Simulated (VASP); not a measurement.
Wanted: the native input for a VASP 6.6.1 run.

```yaml
Task: single point
Functional: LDA
Potentials_or_basis: VASP PAW LDA potentials, release 64 (Ge_d)
Cutoff: 520 eV
k_mesh: 10 × 10 × 10
Occupations: fermi-dirac, width 0.05 eV
Spin: no spin polarisation
Dipole_correction: no
Further_INCAR_settings: ALGO = Normal; EDIFF = 1e-06; NBANDS = 21
```

The structure of Ge lies in POSCAR:

```
Ge
1.0
    0.0000000000      2.8381679760      2.8381679760
    2.8381679760      0.0000000000      2.8381679760
    2.8381679760      2.8381679760      0.0000000000
Ge
2
Direct
    0.5000000000      0.5000000000      0.5000000000
    0.7500000000      0.7500000000      0.7500000000
```

This cell differs from its parent crystal: volume scaled by 1.01.

The input as run:

INCAR

```
SYSTEM = Ge
  ALGO = Normal
  EDIFF = 1E-6
  ENCUT = 520
  ISIF = 2
  ISMEAR = -1
  LASPH = .TRUE.
  LCHARG = .TRUE.
  LELF = .TRUE.
  LREAL = .FALSE.
  LVHAR = .TRUE.
  LWAVE = .FALSE.
  NBANDS = 21
  NELM = 60
  PREC = Accurate
  SIGMA = 0.05
```

KPOINTS

```
k-points
0
G
  10 10 10
  0 0 0
```

Potentials or basis: VASP PAW LDA potentials, release 64 (Ge_d).

Run with:

```bash
$ cat potpaw_LDA.64/Ge_d/POTCAR > POTCAR
$ mpirun -np 1 vasp_std > vasp.out
```

It gave:

| Property | Result |
| --- | --- |
| Pressure | -1.7 GPa |
| Band gap on the k mesh | zero (filled and empty bands touch) |

It took 41 s on 1 thread of Intel Xeon 6975P-C, on a shared host, peak memory 0.16 GiB.
